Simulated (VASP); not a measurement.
# Li in VASP: notebook

The runs below take Li through single point, relaxation of cell and atoms, with PBE+D3(BJ).

Everything below comes from runs of VASP 6.6.1. Logs are shortened: lines on timing, memory, paths and dates and some standing lists are left out, and cuts for length are marked.

## Step 1: The cell of the first run

Symmetry: Fm-3m, No. 225, cubic system. Conventional cell: a = 4.312 Å, b = 4.312 Å, c = 4.312 Å, α = 90.00°, β = 90.00°, γ = 90.00°. Within 4.0 Å of Li (site symmetry m-3m) lie 12 Li at 3.05 Å.

## Step 2: Single point, PBE+D3(BJ) (volume scaled by 1.10)

Contents of INCAR:

```
PREC = Accurate
ENCUT = 520
EDIFF = 1E-7
ISMEAR = 0
SIGMA = 0.1
LREAL = False
LASPH = True
NELM = 100
ALGO = Fast
ISIF = 2
LWAVE = False
LCHARG = False
GGA = PE
IVDW = 12
NBANDS = 8
```

Contents of KPOINTS:

```
regular mesh
0
Gamma
  18 18 18
```

Contents of POSCAR:

```
Li
1.0
    0.0000000000      2.1558991400      2.1558991400
    2.1558991400      0.0000000000      2.1558991400
    2.1558991400      2.1558991400      0.0000000000
Li
1
Direct
    0.0000000000      0.0000000000      0.0000000000
```

Potentials or basis: VASP PAW PBE potentials, release 64 (Li_sv).

Started as:

```bash
$ cat potpaw_PBE.64/Li_sv/POTCAR > POTCAR
$ mpirun -np 1 vasp_std > vasp.out
```

OUTCAR:

```text
PREC = Accurate
   ENCUT = 520
   EDIFF = 1E-7
   ISMEAR = 0
   LREAL = False
   LASPH = True
   NELM = 100
   ISIF = 2
   GGA = PE
   IVDW = 12
 IVDW          = 12

 ion  position               nearest neighbor table
   1  0.000  0.000  0.000-

  LATTYP: Found a face centered cubic cell.
 ALAT       =     4.3117982800

  Lattice vectors:

 A1 = (   0.0000000000,   2.1558991400,   2.1558991400)
 A2 = (   2.1558991400,   0.0000000000,   2.1558991400)
 A3 = (   2.1558991400,   2.1558991400,   0.0000000000)

Analysis of symmetry for initial positions (statically):
=====================================================================
 Subroutine PRICEL returns:
 Original cell was already a primitive cell.

 Routine SETGRP: Setting up the symmetry group for a
 face centered cubic supercell.

 Subroutine GETGRP returns: Found 48 space group operations
 (whereof 48 operations were pure point group operations)
 out of a pool of 48 trial point group operations.

The static configuration has the point symmetry O_h .

Analysis of symmetry for dynamics (positions and initial velocities):
=====================================================================
 Subroutine PRICEL returns:
 Original cell was already a primitive cell.

 Routine SETGRP: Setting up the symmetry group for a
 face centered cubic supercell.

 Subroutine GETGRP returns: Found 48 space group operations
 (whereof 48 operations were pure point group operations)
 out of a pool of 48 trial point group operations.

The dynamic configuration has the point symmetry O_h .

 Subroutine INISYM returns: Found 48 space group operations
 (whereof 48 operations are pure point group operations),
 and found     1 'primitive' translations

----------------------------------------------------------------------------------------

                                     Primitive cell

  volume of cell :      20.0408

  direct lattice vectors                    reciprocal lattice vectors
     0.000000000  2.155899140  2.155899140    -0.231921796  0.231921796  0.231921796
     2.155899140  0.000000000  2.155899140     0.231921796 -0.231921796  0.231921796
     2.155899140  2.155899140  0.000000000     0.231921796  0.231921796 -0.231921796

  length of vectors
     3.048901803  3.048901803  3.048901803     0.401700334  0.401700334  0.401700334

  position of ions in fractional coordinates (direct lattice)
     0.000000000  0.000000000  0.000000000

[... 76 lines left out ...]
   LREAL  =      F    real-space projection
   EDIFFG = 0.1E-05   stopping-criterion for IOM
   NSW    =      0    number of steps for IOM
   IBRION =     -1    ionic relax: 0-MD 1-quasi-New 2-CG
   NFREE  =      0    steps in history (QN), initial steepest desc. (CG)
   ISIF   =      2    stress and relaxation
   ISYM   =      2    0-nonsym 1-usesym 2-fastsym
   POTIM  = 0.5000    time-step for ionic-motion
   TEBEG  =    0.0;   TEEND  =   0.0 temperature during run
   PSTRESS=    0.0 pullay stress
   NELECT =       3.0000    total number of electrons
   NUPDOWN=      -1.0000    fix difference up-down
   EMIN   =  10.00;   EMAX   =-10.00  energy-range for DOS
   EFERMI =   0.00;   METHOD = LEGACY
   ISMEAR =     0;   SIGMA  =   0.10  broadening in eV -4-tet -1-fermi 0-gaus
   EFERMI_NEDOS =   21; number of points for ismear=-14 and -15
   IALGO  =     68    algorithm
   IMIX   =      4    mixing-type and parameters
     AMIX     =   0.40;   BMIX     =  1.00
     AMIX_MAG =   1.60;   BMIX_MAG =  1.00
  volume/ion in A,a.u.               =      20.04       135.24
  Fermi-wavevector in a.u.,A,eV,Ry     =   0.869248  1.642640 10.280444  0.755591
  Thomas-Fermi vector in A             =   1.988042
   LORBIT       =      0    0 simple, 1 ext, 2 COOP (PROOUT), +10 PAW based schemes
   GGA     = PE    functional components
   LHFCALC =     F    Hartree Fock is set to
   AEXX    =    0.0000 exact exchange contribution
   IVDW    =    12    specifies the selected vdW correction
   LEPSILON=     F    determine dielectric tensor
   LRPA    =     F    only Hartree local field effects (RPA)
 non-spin polarized calculation
 RMM-DIIS sequential band-by-band and
 Gauss-broadening in eV      SIGMA  =   0.10
  energy-cutoff  :      520.00
  volume of cell :       20.04
 maximum number of plane-waves:       556
   NGX = 11   NGY = 11   NGZ = 11

 number of electron       2.9999994 magnetization

 Free energy of the ion-electron system (eV)
  ---------------------------------------------------
  ext. energy  EPLUGINS =         0.00000000
  ---------------------------------------------------
  free energy    TOTEN  =        -1.90871597 eV

  energy without entropy =       -1.90698477  energy(sigma->0) =       -1.90785037

 E-fermi :   0.6666     XC(G=0):  -7.0719

 val. band max:        0.6615687694   @ k =   0.5000   0.0556   0.0000
 cond. band min:       0.7179157461   @ k =   0.3889   0.3889   0.0000
 fundamental gap:      0.0563469768
 Fermi energy:         0.6665686833

 k-point     1 :       0.0000    0.0000    0.0000
  band No.  band energies     occupation
      1     -45.8524      2.00000
      2      -2.9183      2.00000
      3      15.1236      0.00000
      4      15.1237      0.00000
      5      15.1237      0.00000
      6      19.0248      0.00000
      7      19.0248      0.00000
      8      19.0248      0.00000
[... 243 lines left out ...]
 k-point    24 :      -0.2222    0.0556    0.0000
  band No.  band energies     occupation
      1     -45.8432      2.00000
      2      -1.8296      2.00000
      3       8.9888      0.00000
      4      12.9386      0.00000
      5      14.5206      0.00000
      6      18.3951      0.00000
      7      19.1284      0.00000
      8      19.7516      0.00000

 [... further k-points ...]

------------------------ aborting loop because EDIFF is reached ----------------------------------------

 Edisp (eV)   -0.17096

 E8    (eV) :    -0.0712

  FORCE on cell =-STRESS in cart. coord.  units (eV):
  Direction    XX          YY          ZZ          XY          YZ          ZX
  --------------------------------------------------------------------------------------
  -------------------------------------------------------------------------------------
  Total      -0.16656    -0.16656    -0.16656     0.00000     0.00000    -0.00000
  in kB     -13.31609   -13.31609   -13.31609     0.00000     0.00000    -0.00000
  external pressure =      -13.32 kB  Pullay stress =        0.00 kB

 VOLUME and BASIS-vectors are now :
 -----------------------------------------------------------------------------
  energy-cutoff  :      520.00
  volume of cell :       20.04
      direct lattice vectors                 reciprocal lattice vectors
     0.000000000  2.155899140  2.155899140    -0.231921796  0.231921796  0.231921796
     2.155899140  0.000000000  2.155899140     0.231921796 -0.231921796  0.231921796
     2.155899140  2.155899140  0.000000000     0.231921796  0.231921796 -0.231921796

 POSITION                                       TOTAL-FORCE (eV/Angst)
 -----------------------------------------------------------------------------------
      0.00000      0.00000      0.00000         0.000000      0.000000     -0.000000
 -----------------------------------------------------------------------------------
    total drift:                               -0.000000     -0.000000     -0.000000

  FREE ENERGIE OF THE ION-ELECTRON SYSTEM (eV)
  ---------------------------------------------------
  free  energy   TOTEN  =        -2.0796757507 eV

  energy  without entropy=       -2.0779445437  energy(sigma->0) =       -2.07881015
```

OSZICAR:

```text
N       E                     dE             d eps       ncg     rms          rms(c)
DAV:   1    -0.119767559522E+00   -0.11977E+00   -0.71888E+02  3144   0.259E+02
DAV:   2    -0.188475635556E+01   -0.17650E+01   -0.17321E+01  4504   0.348E+01
DAV:   3    -0.191011124284E+01   -0.25355E-01   -0.25348E-01  3688   0.315E+00
DAV:   4    -0.191037736992E+01   -0.26613E-03   -0.26613E-03  4736   0.292E-01
DAV:   5    -0.191037821379E+01   -0.84387E-06   -0.84392E-06  3856   0.114E-02    0.213E-01
RMM:   6    -0.190923601426E+01    0.11422E-02   -0.13439E-04  4446   0.624E-02    0.129E-01
RMM:   7    -0.190868809230E+01    0.54792E-03   -0.63565E-04  4650   0.134E-01    0.232E-02
RMM:   8    -0.190870789115E+01   -0.19799E-04   -0.13244E-04  4988   0.613E-02    0.304E-03
RMM:   9    -0.190871347170E+01   -0.55805E-05   -0.54001E-05  5129   0.395E-02    0.490E-03
RMM:  10    -0.190871059514E+01    0.28766E-05   -0.20866E-05  5051   0.249E-02    0.163E-02
RMM:  11    -0.190871280817E+01   -0.22130E-05   -0.58210E-06  4952   0.150E-02    0.106E-02
RMM:  12    -0.190871455310E+01   -0.17449E-05   -0.16584E-06  4794   0.760E-03    0.536E-03
RMM:  13    -0.190871550751E+01   -0.95441E-06   -0.48700E-07  4072   0.409E-03    0.234E-03
RMM:  14    -0.190871563961E+01   -0.13210E-06   -0.16930E-07  3358   0.200E-03    0.159E-03
RMM:  15    -0.190871608213E+01   -0.44251E-06   -0.56577E-08  3322   0.132E-03    0.494E-05
RMM:  16    -0.190871591499E+01    0.16714E-06   -0.18375E-08  2975   0.693E-04    0.350E-04
RMM:  17    -0.190871597490E+01   -0.59904E-07    0.12151E-09  2622   0.471E-04
   1 F= -.20796758E+01 E0= -.20788101E+01  d E =-.173121E-02
```

Run time: 36 s. Hardware: 1 thread of AMD EPYC 7R43 (Zen 3), shared host; peak memory 0.12 GiB.

What came out:

```yaml
Free_energy: -2.0797 eV
Dispersion_energy_per_atom: -0.171 eV
```

Levels at points of the mesh, in eV from the Fermi level:
| k point | band 1 | band 2 | band 3 | band 4 | band 5 | band 6 | band 7 |
| --- | --- | --- | --- | --- | --- | --- | --- |
| (0.00, 0.00, 0.00) | -46.52 | -3.58 | 14.46 | 14.46 | 14.46 | 18.36 | 18.36 |
| (0.50, 0.00, 0.00) | -46.50 | -0.03 | 2.95 | 12.72 | 12.72 | 16.69 | 16.69 |
| (0.50, 0.50, 0.00) | -46.49 | 1.53 | 4.74 | 8.49 | 8.49 | 10.69 | 15.50 |

Caveat: the cell differs from its parent crystal (volume scaled by 1.10); the cutoff is under 1.25 times the usual one of these potentials, so pressure, stress and relaxed cells hold a basis-set (Pulay) error; pairwise dispersion overbinds metals, which lowers pressure and volume.

## Step 3: Single point, PBE+D3(BJ)

This run uses another cell than the first one: it holds 3 atoms, not 1.

Contents of INCAR:

```
SYSTEM = Li
  PREC = Accurate
  ENCUT = 520
  EDIFF = 1E-7
  ISMEAR = 0
  SIGMA = 0.1
  LREAL = .False.
  LASPH = .True.
  NELM = 100
  ALGO = Fast
  ISIF = 2
  LWAVE = .False.
  LCHARG = .True.
  GGA = PE
  IVDW = 12
  LELF = .True.
  LVHAR = .True.
  NBANDS = 12
```

Contents of KPOINTS:

```
regular mesh
0
Gamma
  12 12 12
  0 0 0
```

Contents of POSCAR:

```
Li
1.0
    0.0000000000      2.1289379156     -2.1289379156
    4.0657217352      0.0000000000      0.0000000000
   -2.0328608676     -4.2290105666     -2.1000726511
Li
3
Direct
    0.3333333333      0.3333333333      0.6666666667
    0.6666666667      0.6666666667      0.3333333333
    0.0000000000      0.0000000000      0.0000000000
```

Potentials or basis: VASP PAW PBE potentials, release 64 (Li_sv).

Started as:

```bash
$ cat potpaw_PBE.64/Li_sv/POTCAR > POTCAR
$ mpirun -np 1 vasp_std > vasp.out
```

It took 3.1 min on 1 thread of Oxide Virtual Turin-like, shared host; peak memory 0.23 GiB.

Results (log left out):

```yaml
Free_energy: -6.2581 eV
Dispersion_energy_per_atom: -0.188 eV
```

Levels at points of the mesh, in eV from the Fermi level:
```tsv
k point	band 1	band 2	band 3	band 4	band 5	band 6	band 7	band 8	band 9
(0.00, 0.00, 0.00)	-46.34	-46.31	-46.31	-3.68	1.81	1.81	3.86	3.86	7.73
(0.50, 0.00, 0.00)	-46.32	-46.32	-46.31	-0.31	-0.31	1.43	4.92	6.52	6.52
(0.00, 0.50, 0.00)	-46.32	-46.32	-46.32	-1.69	-1.69	-0.02	3.34	7.94	7.94
(0.50, 0.50, 0.00)	-46.32	-46.31	-46.31	-0.07	1.76	1.76	3.27	3.54	3.54
(0.00, 0.00, 0.50)	-46.33	-46.33	-46.31	-2.32	-2.32	2.02	5.49	8.51	8.77
```

Caveat: the cutoff is under 1.25 times the usual one of these potentials, so pressure, stress and relaxed cells hold a basis-set (Pulay) error; pairwise dispersion overbinds metals, which lowers pressure and volume.

## Step 4: Relaxation of cell and atoms, PBE+D3(BJ)

This run uses another cell than the first one: it holds 3 atoms, not 1.

Contents of INCAR:

```
SYSTEM = Li
PREC     = Accurate       ! precision mode
ENCUT    = 600            ! plane-wave cutoff, eV
EDIFF    = 1E-6           ! SCF threshold, eV
ISMEAR   = 0              ! smearing method
SIGMA    = 0.1            ! smearing width, eV
LREAL    = .FALSE.        ! projectors in reciprocal space
LASPH    = .TRUE.         ! aspherical terms in the spheres
NELM     = 100            ! most SCF steps
ALGO     = Fast           ! electronic algorithm
ISIF     = 3              ! what is computed and relaxed
LWAVE    = .FALSE.        ! write WAVECAR
LCHARG   = .FALSE.        ! write CHGCAR
GGA      = PE             ! functional
IVDW     = 12             ! dispersion correction
IBRION   = 2              ! ionic algorithm
NSW      = 80             ! ionic steps
EDIFFG   = -0.015         ! ionic threshold
```

Contents of KPOINTS:

```
regular mesh
0
G
  12 12 12
  0 0 0
```

Contents of POSCAR:

```
Li
1.0
    0.0000000000      2.0884826778     -2.0884826778
    4.1769653556      0.0000000000      0.0000000000
   -2.0884826778     -4.1769653556     -2.0884826778
Li
3
Direct
    0.3333333333      0.3333333333      0.6666666667
    0.6666666667      0.6666666667      0.3333333333
    0.0000000000      0.0000000000      0.0000000000
```

Potentials or basis: VASP PAW PBE potentials, release 64 (Li_sv).

Started as:

```bash
$ cat potpaw_PBE.64/Li_sv/POTCAR > POTCAR
$ mpirun -np 1 vasp_std > vasp.out
```

OUTCAR:

```text
SYSTEM = Li
   PREC = Accurate
   ENCUT = 600
   EDIFF = 1E-6
   ISMEAR = 0
   LREAL = .FALSE.
   LASPH = .TRUE.
   NELM = 100
   ISIF = 3
   GGA = PE
   IVDW = 12
   IBRION = 2
   NSW = 80
   EDIFFG = -0.015
 IVDW          = 12

 ion  position               nearest neighbor table
   1  0.333  0.333  0.667-
   2  0.667  0.667  0.333-
   3  0.000  0.000  0.000-

  LATTYP: Found a body centered orthorhombic cell.
 ALAT       =     2.9535605277
 B/A-ratio  =     1.4142135624
 C/A-ratio  =     3.0000000000

  Lattice vectors:

 A1 = (   2.0884826778,   4.1769653556,   2.0884826778)
 A2 = (  -2.0884826778,   2.0884826778,   4.1769653556)
 A3 = (   2.0884826778,  -4.1769653556,  -2.0884826778)

Analysis of symmetry for initial positions (statically):
=====================================================================
 Subroutine PRICEL returns following result:

[... 314 lines left out ...]

 Free energy of the ion-electron system (eV)
  ---------------------------------------------------
  ext. energy  EPLUGINS =         0.00000000
  ---------------------------------------------------
  free energy    TOTEN  =        -5.68649205 eV

  energy without entropy =       -5.67938225  energy(sigma->0) =       -5.68293715

 E-fermi :   0.9428     XC(G=0):  -7.3342

 val. band max:        0.9393904980   @ k =   0.0000   0.2500   0.0833
 cond. band min:       0.9585153230   @ k =   0.0833   0.1667   0.0833
 fundamental gap:      0.0191248250
 Fermi energy:         0.9427692736

 k-point     1 :       0.0000    0.0000    0.0000
  band No.  band energies     occupation
      1     -45.3638      2.00000
      2     -45.3276      2.00000
      3     -45.3276      2.00000
      4      -2.7410      2.00000
      5       2.8772      0.00000
      6       2.8772      0.00000
      7       4.5727      0.00000
      8       4.5727      0.00000
[... 243 lines left out ...]
 k-point    24 :       0.3333    0.1667    0.0000
  band No.  band energies     occupation
      1     -45.3429      2.00000
      2     -45.3286      2.00000
      3     -45.3285      2.00000
      4      -0.8533      2.00000
      5       1.9191      0.00000
      6       2.7415      0.00000
      7       4.5694      0.00000
      8       6.5737      0.00000

 [... further k-points ...]

------------------------ aborting loop because EDIFF is reached ----------------------------------------

 Edisp (eV)   -0.57010

 E8    (eV) :    -0.2370
[... 26 lines left out ...]
  FREE ENERGIE OF THE ION-ELECTRON SYSTEM (eV)
  ---------------------------------------------------
  free  energy   TOTEN  =        -6.2565948512 eV

  energy  without entropy=       -6.2494850480  energy(sigma->0) =       -6.25303995

 reached required accuracy - stopping structural energy minimisation
```

It took 4.4 min on 1 thread of Oxide Virtual Turin-like, shared host; peak memory 0.24 GiB.

What came out:

```
Free energy                            : -6.2566 eV
Relaxed volume                         : 18.04 Å³/atom
Relaxed cell                           : a = 2.972 Å, b = 4.139 Å, c = 5.084 Å, α = 114.02°, β = 107.00°, γ = 90.00°
Space group after relaxing (to 0.05 Å) : Immm (No. 71)
Energy gained by relaxing              : 0.2 meV/atom
Ionic steps                            : 4
Pressure after relaxing                : 0.0 GPa
Dispersion energy per atom             : -0.190 eV
```

The path:
| step | energy change (eV) | largest force (eV/Å) | pressure (GPa) | volume (Å³) |
| --- | --- | --- | --- | --- |
| 1 | 0.0000 | 0.0000 | -0.06 | 54.66 |
| 2 | -0.0001 | 0.0000 | -0.08 | 54.60 |
| 3 | -0.0004 | 0.0000 | -0.04 | 54.45 |
| 4 | -0.0006 | 0.0000 | 0.03 | 54.13 |

Final structure:
```cif
data_structure
_symmetry_space_group_name_H-M 'P 1'
_symmetry_Int_Tables_number 1
_cell_length_a 2.9722
_cell_length_b 4.1393
_cell_length_c 5.0841
_cell_angle_alpha 114.022
_cell_angle_beta 106.996
_cell_angle_gamma 90.000
_cell_volume 54.13
loop_
_atom_site_label
_atom_site_type_symbol
_atom_site_fract_x
_atom_site_fract_y
_atom_site_fract_z
_atom_site_occupancy
Li1 Li 0.33333 0.33333 0.66667 1
Li2 Li 0.66667 0.66667 0.33333 1
Li3 Li 0.00000 0.00000 0.00000 1
```

Caveat: the cutoff is under 1.25 times the usual one of these potentials, so pressure, stress and relaxed cells hold a basis-set (Pulay) error; pairwise dispersion overbinds metals, which lowers pressure and volume.

## Step 5: Overview

| task | cell | k mesh | cutoff (eV) | gap on the mesh (eV) |
| --- | --- | --- | --- | --- |
| single point | a = 3.049 Å, angles 60.0°, 1 atom | 18 × 18 × 18 | 520 | none |
| single point | a = 3.011, b = 4.066, c = 5.141 Å, angles 113.3, 107.0, 90.0°, 3 atoms | 12 × 12 × 12 | 520 | none |
| relaxation of cell and atoms | relaxed from a = 2.954, b = 4.177, c = 5.116 Å, angles 114.1, 106.8, 90.0°, 3 atoms | 12 × 12 × 12 | 600 | none |

Alike in all rows: level PBE+D3(BJ); potentials or basis VASP PAW PBE potentials, release 64 (Li_sv); no spin polarisation; smearing gaussian 0.1 eV.

Caveats: the cutoff is under 1.25 times the usual one of these potentials, so pressure, stress and relaxed cells hold a basis-set (Pulay) error; pairwise dispersion overbinds metals, which lowers pressure and volume.

Absolute energies hang on the potentials; compare differences alone.
